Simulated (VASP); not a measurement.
Runs of VASP 6.6.1 on CaF2. The structure is that of space group Fm-3m (No. 225), or close to it. The cells are those of the table. 

```tsv
cell	k mesh	smearing	gap on the mesh (eV)	pressure (GPa)
a = 3.935 Å, angles 60.0°, 3 atoms	8 × 8 × 8	gaussian 0.02 eV	6.95	-2.0
a = 4.022 Å, angles 60.0°, 3 atoms	8 × 8 × 8	gaussian 0.02 eV	6.59	(a)
a = 3.897 Å, angles 60.0°, 3 atoms	8 × 8 × 8	methfessel-paxton 0.02 eV	(c)	0.2
a = 3.817 Å, angles 60.0°, 3 atoms	8 × 8 × 8	gaussian 0.02 eV	7.49	5.8
a = 3.734 Å, angles 60.0°, 3 atoms	8 × 8 × 8	gaussian 0.02 eV	7.90	13.7
a = 3.887 Å, angles 60.3°, 3 atoms	6 × 6 × 6	gaussian 0.1 eV	7.13	0.2
a = 3.973 Å, angles 60.0°, 3 atoms	8 × 8 × 8	gaussian 0.02 eV	(b)	-3.9
a = 3.776 Å, angles 60.0°, 3 atoms	8 × 8 × 8	gaussian 0.02 eV	7.69	9.4
```

Alike in all rows: task single point; level PBE; potentials or basis VASP PAW PBE potentials, release 64 (Ca_sv, F); no spin polarisation; cutoff (eV) 600.

Task: Estimate the missing entries.

Result: (a) -5.9; (b) 6.79; (c) 7.12.

Caveats: the cell stands under pressure (at least some runs); the cell stands under tension (at least some runs).

A k mesh can miss the band edges.
